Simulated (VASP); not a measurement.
# Ti (P6_3/mmc) in VASP: further runs, part 2 of 2

VASP 6.6.1. Earlier steps stand in the parts before.

**3. Single point, PBE+D3(BJ)**

INCAR

```
SYSTEM = Ti
  ALGO = Fast
  EDIFF = 1E-6
  ENCUT = 520
  GGA = PE
  ISIF = 2
  ISMEAR = 0
  IVDW = 12
  LASPH = .True.
  LCHARG = .True.
  LELF = .True.
  LREAL = .False.
  LVHAR = .True.
  LWAVE = .False.
  NBANDS = 19
  NELM = 80
  PREC = Accurate
  SIGMA = 0.1
```

KPOINTS

```
k-points
0
Gamma
  18 18 10
  0 0 0
```

POSCAR

```
Ti
1.0
    2.9004352001      0.0000000000      0.0000000000
   -1.4502176000      2.5118505653      0.0000000000
    0.0000000000      0.0000000000      4.5909904467
Ti
2
Direct
    0.3333333333      0.6666666667      0.2500000000
    0.6666666667      0.3333333333      0.7500000000
```

Potentials or basis: VASP PAW PBE potentials, release 64 (Ti_sv).

On the command line:

```console
$ cat potpaw_PBE.64/Ti_sv/POTCAR > POTCAR
$ mpirun -np 1 vasp_std > vasp.out
```

OUTCAR:

```text
SYSTEM = Ti
   EDIFF = 1E-6
   ENCUT = 520
   GGA = PE
   ISIF = 2
   ISMEAR = 0
   IVDW = 12
   LASPH = .True.
   LREAL = .False.
   NELM = 80
   PREC = Accurate
 IVDW          = 12

 ion  position               nearest neighbor table
   1  0.333  0.667  0.250-   2 2.84   2 2.84   2 2.84   2 2.84   2 2.84   2 2.84
   2  0.667  0.333  0.750-   1 2.84   1 2.84   1 2.84   1 2.84   1 2.84   1 2.84

  LATTYP: Found a hexagonal cell.
 ALAT       =     2.9004352001
 C/A-ratio  =     1.5828626154

  Lattice vectors:

 A1 = (   2.9004352001,   0.0000000000,   0.0000000000)
 A2 = (  -1.4502176000,   2.5118505653,   0.0000000000)
 A3 = (   0.0000000000,   0.0000000000,   4.5909904467)

Analysis of symmetry for initial positions (statically):
=====================================================================
 Subroutine PRICEL returns:
 Original cell was already a primitive cell.

 Routine SETGRP: Setting up the symmetry group for a
 hexagonal supercell.

 Subroutine GETGRP returns: Found 24 space group operations
 (whereof 12 operations were pure point group operations)
 out of a pool of 24 trial point group operations.

The static configuration has the point symmetry D_3d.
[... 163 lines left out ...]
  energy without entropy =      -15.65130064  energy(sigma->0) =      -15.65581341

 E-fermi :   8.7528     XC(G=0): -11.6771

 val. band max:        8.7382065072   @ k =   0.3333   0.1667   0.4000
 cond. band min:       8.7532405961   @ k =   0.2778   0.2778   0.4000
 fundamental gap:      0.0150340888
 Fermi energy:         8.7528297322

 k-point     1 :       0.0000    0.0000    0.0000
  band No.  band energies     occupation
      1     -48.0573      2.00000
      2     -47.8977      2.00000
      3     -24.6903      2.00000
      4     -23.9683      2.00000
      5     -23.9683      2.00000
      6     -23.8899      2.00000
[... 505 lines left out ...]
      6     -24.1555      2.00000
[... 11 lines left out ...]
     18      12.3946      0.00000
     19      13.1716      0.00000

 [... further k-points ...]

------------------------ aborting loop because EDIFF is reached ----------------------------------------

 Edisp (eV)   -1.25169

 E8    (eV) :    -0.5943

  FORCE on cell =-STRESS in cart. coord.  units (eV):
  Direction    XX          YY          ZZ          XY          YZ          ZX
  --------------------------------------------------------------------------------------
  -------------------------------------------------------------------------------------
  Total      -0.43755    -0.43755    -0.42327    -0.00000    -0.00000     0.00000
  in kB     -20.95917   -20.95917   -20.27505    -0.00000    -0.00000     0.00000
  external pressure =      -20.73 kB  Pullay stress =        0.00 kB

 VOLUME and BASIS-vectors are now :
 -----------------------------------------------------------------------------
  energy-cutoff  :      520.00
  volume of cell :       33.45
      direct lattice vectors                 reciprocal lattice vectors
     2.900435200  0.000000000  0.000000000     0.344775846  0.199056428  0.000000000
    -1.450217600  2.511850565  0.000000000     0.000000000  0.398112855  0.000000000
     0.000000000  0.000000000  4.590990447     0.000000000  0.000000000  0.217817922

 POSITION                                       TOTAL-FORCE (eV/Angst)
 -----------------------------------------------------------------------------------
     -0.00000      1.67457      1.14775        -0.000000     -0.000000      0.000000
      1.45022      0.83728      3.44324         0.000000      0.000000      0.000000
 -----------------------------------------------------------------------------------
    total drift:                               -0.000000      0.000000     -0.000000

  FREE ENERGIE OF THE ION-ELECTRON SYSTEM (eV)
  ---------------------------------------------------
  free  energy   TOTEN  =       -16.9120115115 eV

  energy  without entropy=      -16.9029859616  energy(sigma->0) =      -16.90749874
```

OSZICAR:

```text
N       E                     dE             d eps       ncg     rms          rms(c)
DAV:   1     0.263518736512E+03    0.26352E+03   -0.13005E+04  8460   0.159E+03
DAV:   2     0.127876957753E+02   -0.25073E+03   -0.24658E+03  8687   0.441E+02
DAV:   3    -0.163122844982E+02   -0.29100E+02   -0.28777E+02 15615   0.124E+02
[... 29 lines left out ...]
RMM:  33    -0.156603221615E+02   -0.18714E-05   -0.23204E-05  8751   0.169E-02    0.108E-02
RMM:  34    -0.156603233050E+02   -0.11435E-05   -0.15975E-05  9827   0.162E-02    0.102E-02
RMM:  35    -0.156603245174E+02   -0.12123E-05   -0.15244E-05  8402   0.143E-02    0.103E-02
RMM:  36    -0.156603254701E+02   -0.95275E-06   -0.11308E-05  7885   0.129E-02    0.109E-02
RMM:  37    -0.156603261861E+02   -0.71601E-06   -0.96272E-06  7895   0.122E-02
   1 F= -.16912012E+02 E0= -.16907499E+02  d E =-.902555E-02
```

Run time: 7.2 min. Hardware: 1 thread of AMD EPYC 9R45 (Zen 5), shared host; peak memory 0.21 GiB.

Results:

- Free energy: -16.9120 eV
- Pressure: -2.1 GPa
- Band gap on the k mesh: zero (band 12 reaches 9.54 eV, above the bottom of band 13 at 8.42 eV)
- Dispersion energy per atom: -0.626 eV

Caveat: pairwise dispersion overbinds metals, which lowers pressure and volume.

**4. Single point, PBEsol**

INCAR

```
  PREC = Accurate
  ENCUT = 520
  EDIFF = 1E-6
  ISMEAR = 0
  SIGMA = 0.1
  LREAL = F
  LASPH = T
  NELM = 60
  ALGO = Fast
  ISIF = 2
  LWAVE = F
  LCHARG = T
  GGA = PS
  LELF = T
  LVHAR = T
  NBANDS = 19
```

KPOINTS

```
Automatic mesh
0
Gamma
  12 12 8
```

POSCAR

```
Ti
1.0
    2.9004352002      0.0000000000      0.0000000000
   -1.4502176001      2.5118505654      0.0000000000
    0.0000000000      0.0000000000      4.5909904470
Ti
2
Direct
    0.3333333333      0.6666666667      0.2500000000
    0.6666666667      0.3333333333      0.7500000000
```

On the command line:

```console
$ cat potpaw_PBE.64/Ti_sv/POTCAR > POTCAR
$ mpirun -np 1 vasp_std > vasp.out
```

It took 61 s on 1 thread of Intel Xeon 6975P-C (Granite Rapids), shared host; peak memory 0.18 GiB.

The run converged. Its results:

```
Free energy            : -16.6833 eV
Pressure               : -0.3 GPa
Band gap on the k mesh : zero (band 12 reaches 9.40 eV, above the bottom of band 13 at 8.40 eV)
```

Stress tensor (GPa, compression positive):
```
-0.34  0.00  0.00
 0.00 -0.34  0.00
 0.00  0.00 -0.12
```

Levels at points of the mesh, in eV from the Fermi level:
```
           k point  band 9  band 10  band 11  band 12  band 13  band 14  band 15  band 16
(0.00, 0.00, 0.00)   -6.31    -2.80     0.78     0.78     0.88     0.91     1.31     1.31
(0.50, 0.00, 0.00)   -2.42    -2.29    -1.97    -0.60     0.46     0.65     1.22     3.50
(0.00, 0.00, 0.50)   -4.40    -4.40     0.08     0.08     0.67     0.67     0.67     0.67
(0.50, 0.00, 0.50)   -2.67    -2.67    -0.87    -0.87     1.42     1.42     1.78     1.78
```

Caveat: the PAW data sets were made with another functional, which shifts forces and pressure a little.

**5. Single point, PBEsol**

INCAR

```
PREC     = Accurate       # precision mode
ENCUT    = 520            # plane-wave cutoff, eV
EDIFF    = 1E-6           # SCF threshold, eV
ISMEAR   = 0              # smearing method
SIGMA    = 0.1            # smearing width, eV
LREAL    = F              # projectors in reciprocal space
LASPH    = T              # aspherical terms in the spheres
NELM     = 100            # most SCF steps
ALGO     = Fast           # electronic algorithm
ISIF     = 2              # what is computed and relaxed
LWAVE    = F              # write WAVECAR
LCHARG   = F              # write CHGCAR
GGA      = PS             # functional
NBANDS   = 19             # bands
```

KPOINTS

```
regular mesh
0
Gamma
  18 18 10
```

POSCAR is that of step 4.

On the command line:

```console
$ cat potpaw_PBE.64/Ti_sv/POTCAR > POTCAR
$ mpirun -np 1 vasp_std > vasp.out
```

Run time: 2.4 min. Hardware: 1 thread of Intel Xeon 6975P-C (Granite Rapids), shared host; peak memory 0.23 GiB.

Results (log left out):

```yaml
Free_energy: -16.6840 eV
Pressure: -0.4 GPa
Band_gap_on_the_k_mesh: zero (band 12 reaches 9.40 eV, above the bottom of band 13 at 8.29 eV)
```

Levels at points of the mesh, in eV from the Fermi level:
```
           k point  band 8  band 9  band 10  band 11  band 12  band 13  band 14  band 15  band 16  band 17
(0.00, 0.00, 0.00)  -32.47   -6.31    -2.80     0.78     0.78     0.89     0.91     1.31     1.31     1.67
(0.50, 0.00, 0.00)  -32.55   -2.41    -2.28    -1.96    -0.59     0.46     0.65     1.23     3.51     3.75
(0.00, 0.00, 0.50)  -32.52   -4.39    -4.39     0.08     0.08     0.68     0.68     0.68     0.68     2.93
(0.50, 0.00, 0.50)  -32.65   -2.66    -2.66    -0.87    -0.87     1.43     1.43     1.79     1.79     3.65
```

Caveat: the PAW data sets were made with another functional, which shifts forces and pressure a little.

**6. Single point, PBEsol**

INCAR

```
SYSTEM = Ti
  ALGO = Fast
  EDIFF = 1E-6
  ENCUT = 520
  GGA = PS
  ISIF = 2
  ISMEAR = 0
  LASPH = .True.
  LCHARG = .True.
  LELF = .True.
  LREAL = .False.
  LVHAR = .True.
  LWAVE = .False.
  NBANDS = 19
  NELM = 80
  PREC = Accurate
  SIGMA = 0.1
```

KPOINTS

```
k-points
0
Gamma
  18 18 10
  0 0 0
```

POSCAR is that of step 5.

Potentials or basis: VASP PAW PBE potentials, release 64 (Ti_sv).

On the command line:

```console
$ cat potpaw_PBE.64/Ti_sv/POTCAR > POTCAR
$ mpirun -np 1 vasp_std > vasp.out
```

Run time: 2.3 min. Hardware: 1 thread of Intel Xeon 6975P-C (Granite Rapids), shared host; peak memory 0.24 GiB.

It converged, with:

* Free energy: -16.6840 eV
* Pressure: -0.4 GPa
* Band gap on the k mesh: zero (band 12 reaches 9.40 eV, above the bottom of band 13 at 8.29 eV)

Levels at points of the mesh, in eV from the Fermi level:
```tsv
k point	band 9	band 10	band 11	band 12	band 13	band 14	band 15	band 16
(0.00, 0.00, 0.00)	-6.31	-2.80	0.78	0.78	0.89	0.91	1.31	1.31
(0.50, 0.00, 0.00)	-2.41	-2.28	-1.96	-0.59	0.46	0.65	1.23	3.51
(0.00, 0.00, 0.50)	-4.39	-4.39	0.08	0.08	0.68	0.68	0.68	0.68
(0.50, 0.00, 0.50)	-2.66	-2.66	-0.87	-0.87	1.43	1.43	1.79	1.79
```

Caveat: the PAW data sets were made with another functional, which shifts forces and pressure a little.

**7. Overview**

| level | k mesh | gap on the mesh (eV) | pressure (GPa) |
| --- | --- | --- | --- |
| PBEsol | 18 × 18 × 10 | none | -0.4 |
| PBE+D3(BJ) | 18 × 18 × 10 | none | -2.1 |
| PBEsol | 12 × 12 × 8 | none | -0.3 |

Alike in all rows: task single point; potentials or basis VASP PAW PBE potentials, release 64 (Ti_sv); no spin polarisation; cell as given; cutoff (eV) 520; smearing gaussian 0.1 eV.

Every run on the cell as given and a fine mesh finds a metal. The pressure there spans -2.1 GPa (PBE+D3(BJ)) to -0.3 GPa (PBEsol); a positive pressure means that this level wants a larger cell, a negative one a smaller.

Caveats: the PAW data sets were made with another functional, which shifts forces and pressure a little (some runs); pairwise dispersion overbinds metals, which lowers pressure and volume (some runs).

Total energies depend on the potentials used, so only differences within one code and one set of settings carry meaning.
